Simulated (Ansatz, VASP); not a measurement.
Two plane-wave programs on Li4SiN

The input INCAR:

```
SYSTEM = Li4SiN
ALGO = Normal
EDIFF = 1E-6
ENCUT = 520
GGA = PE
ISIF = 2
ISMEAR = 0
ISPIN = 2
LASPH = .True.
LCHARG = .True.
LELF = .True.
LORBIT = 11
LREAL = .False.
LVHAR = .True.
LWAVE = .False.
MAGMOM = 0 0 0 0 0 1
NBANDS = 24
NELM = 150
PREC = Accurate
SIGMA = 0.1
```

The input KPOINTS:

```
k-points
0
Gamma
  6 6 4
  0 0 0
```

POSCAR

```
Li4SiN
1.0
    4.1958565300      0.0000000000      0.0000000000
   -2.0979282700      3.6337183500      0.0000000000
    0.0000000000      0.0000000000      4.9854133100
Li Si N
4 1 1
Direct
    0.1743706600      0.8256293400      0.0000000000
    0.1743706600      0.3487413200      0.0000000000
    0.6512586800      0.8256293400      0.0000000000
    0.0000000000      0.0000000000      0.5000000000
    0.3333333300      0.6666666700      0.5000000000
    0.6666666700      0.3333333300      0.0000000000
```

Input for Ansatz:

```yaml
crystal:
  lattice:
    - [4.19585653, 0.0, 0.0]
    - [-2.09792827, 3.63371835, 0.0]
    - [0.0, 0.0, 4.98541331]
  atoms:
    - { symbol: Li, position: [0.17437066, 0.82562934, 0.0] }
    - { symbol: Li, position: [0.17437066, 0.34874132, 0.0] }
    - { symbol: Li, position: [0.65125868, 0.82562934, 0.0] }
    - { symbol: Li, position: [0.0, 0.0, 0.5] }
    - { symbol: Si, position: [0.33333333, 0.66666667, 0.5] }
    - { symbol: "N", position: [0.66666667, 0.33333333, 0.0], spin: 1.0 }
basis:
  ecutwfc: 420
kpoints:
  mp_grid: { grid: [6, 6, 4] }
hamiltonian:
  xc: pbe
scf:
  occupations: { method: gaussian, width: 0.1 }
  lower_state_search: "off"
output:
  forces: true
  stress: true
  eigenvalues: true
  populations: true
magnetization:
  spin_polarized: true
```

Alike in both runs: task single point; functional PBE; k mesh 6 × 6 × 4; occupations gaussian, width 0.1 eV; collinear spin.

|  | VASP | Ansatz |
| --- | --- | --- |
| version | VASP 6.6.1 | Ansatz 0.2.0 |
| potentials or method | VASP PAW PBE potentials, release 64 (Li_sv, Si, N), cutoff 520 eV | scalar-relativistic, plane waves, PAW |
| valence electrons in the cell | 21 | 21 |

Ansatz gave:

- gap on the k mesh at the Fermi level (eV): none
- rms of the force components (eV/Å): 0.194
- net moment per atom (μB): 0.00

Task: What did VASP give for the same quantities?

Result: gap on the k mesh at the Fermi level (eV): none; rms of the force components (eV/Å): 0.192; net moment per atom (μB): 0.00.

Atom by atom the forces differ by 0.002 eV/Å (rms over components). A gap of «none» marks a metal or a gap that the smearing closes. The functional is the same, so the differences come from potentials, cutoffs and numerics. Ansatz's warnings: seeded moment not kept.

Noted on VASP's run: the cutoff is under 1.25 times that of the potentials, so the pressure is a little rough.
